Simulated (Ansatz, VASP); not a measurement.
## Two plane-wave programs on C

POSCAR

```
C
1.0
    0.0000000000      1.7801241425      1.7089191768
    1.7801241425      0.0000000000      1.7089191768
    1.7801241425      1.7801241425      0.0000000000
C
2
Direct
    0.0000000000      0.0000000000      0.0000000000
    0.2500000000      0.2500000000      0.2500000000
```

File INCAR.step1:

```
PREC = Accurate
ENCUT = 520
ISMEAR = 0
SIGMA = 0.01
LREAL = F
LASPH = T
NELM = 100
NBANDS = 11
GGA = PE
ALGO = Normal
EDIFF = 1E-4
LWAVE = T
LCHARG = F
```

Contents of INCAR.step2:

```
PREC = Accurate
ENCUT = 520
EDIFF = 1E-7
ISMEAR = 0
SIGMA = 0.01
LREAL = F
LASPH = T
NELM = 100
ALGO = Normal
ISIF = 2
LWAVE = F
LCHARG = F
METAGGA = R2SCAN
LMIXTAU = T
NBANDS = 11
ISTART = 1
```

Contents of KPOINTS:

```
regular mesh
0
Gamma
  12 12 12
```

Input for Ansatz:

```yaml
crystal:
  lattice:
    - [0.0, 1.7801241425, 1.7089191768]
    - [1.7801241425, 0.0, 1.7089191768]
    - [1.7801241425, 1.7801241425, 0.0]
  atoms:
    - { symbol: C, position: [0.0, 0.0, 0.0] }
    - { symbol: C, position: [0.25, 0.25, 0.25] }
kpoints:
  mp_grid: { grid: [12, 12, 12] }
  band_path:
    path:
      - [0.0, 0.0, 0.0]
      - [0.5, 0.0, 0.5]
      - [0.625, 0.25, 0.625]
      - [0.375, 0.375, 0.75]
      - [0.5, 0.5, 0.5]
      - [0.5, 0.25, 0.75]
      - [0.372396, 0.372396, 0.0]
    npoints: 1
hamiltonian:
  xc: r2scan
scf:
  occupations: { method: fixed }
  n_extra_bands: 4
output:
  forces: true
  stress: true
  eigenvalues: true
```

Change from the starting cell: uniaxial_z strain -4.0%.

Alike in both runs: task single point; functional r2SCAN; k mesh 12 × 12 × 12; no spin polarisation.

```csv
,VASP,Ansatz
version,VASP 6.6.1,Ansatz 0.2.0
potentials or method,"VASP PAW PBE potentials, release 64 (C)","plane waves, PAW"
plane-wave cutoff (eV),520,500
occupations,"gaussian, width 0.01 eV",fixed
valence electrons in the cell,8,8
```

```csv
,VASP,Ansatz,Ansatz less VASP
gap on the k mesh at the Fermi level (eV),3.35,3.38,+0.032
pressure (GPa),21.2,19.9,-1.29
"traceless stress, the component that is largest in VASP (GPa)",26.95,27.00,+0.049
```

VASP's potentials were made for PBE, not for r2SCAN.
